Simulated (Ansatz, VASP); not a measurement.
## One calculation of CaSe, two programs

```
Ca Se
1.0
     0.00000    3.27956    3.27956
     3.27956    0.00000    3.27956
     3.27956    3.27956    0.00000
Ca Se
1 1
Cartesian
  0.0000 0.0000 0.0000
  1.6398 1.6398 1.6398
```

Alike in both runs: task single point; functional PBE-based global hybrid; k mesh 4 × 4 × 4; no spin polarisation.

|  | VASP | Ansatz |
| --- | --- | --- |
| version | VASP 6.6.1 | Ansatz 0.2.0 |
| potentials or method | VASP PAW PBE potentials, release 64 (Ca_sv, Se) | plane waves |
| plane-wave cutoff (eV) | 520 | 420 |
| occupations | gaussian, width 0.01 eV | fixed |
| valence electrons in the cell | 16 | 26 |

VASP gave:

* gap on the k mesh at the Fermi level (eV): 5.77
* pressure (GPa): 0.0

Problem. Estimate Ansatz's values.

Solution. gap on the k mesh at the Fermi level (eV): 5.74; pressure (GPa): 0.1.

VASP's potentials were made for PBE, not for PBE-based global hybrid. VASP's potentials hold 16 valence electrons a cell and Ansatz's 26, so a difference there can come from the potentials and not from the codes. Ansatz's warnings: stress exchange threshold loose, stress scf threshold loose.
